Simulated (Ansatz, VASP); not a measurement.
# C: VASP beside Ansatz

```
C
1.0
     1.53533   -1.87623    0.00000
     1.53533    1.87623    0.00000
     0.00000    0.00000    4.63500
C
6
Direct
  0.20790 0.79210 0.66773
  0.79210 0.20790 0.66773
  0.79210 0.20790 0.33227
  0.20790 0.79210 0.33227
  0.29220 0.70780 0.00000
  0.70780 0.29220 0.00000
```

Alike in both runs: task relaxation of cell and atoms; functional PBE; k mesh 8 × 8 × 4; occupations gaussian, width 0.1 eV; no spin polarisation.

|  | VASP | Ansatz |
| --- | --- | --- |
| version | VASP 6.6.1 | Ansatz 0.2.0 |
| potentials or method | VASP PAW PBE potentials, release 64 (C), cutoff 600 eV | scalar-relativistic, plane waves, PAW |
| valence electrons in the cell | 24 | 24 |

|  | VASP | Ansatz | Ansatz less VASP |
| --- | --- | --- | --- |
| relaxed volume (Å³/atom) | 6.84 | 10.77 | +3.930 |
| relaxed cell length with the largest relative difference (Å) | 7.838 | 12.266 | +4.4283 |

One of these differences is far larger than is usual between the two programs; its cause wasn't traced.

Noted on VASP's run: the volume moved by over 15 % at a fixed basis, so the end points are rough.
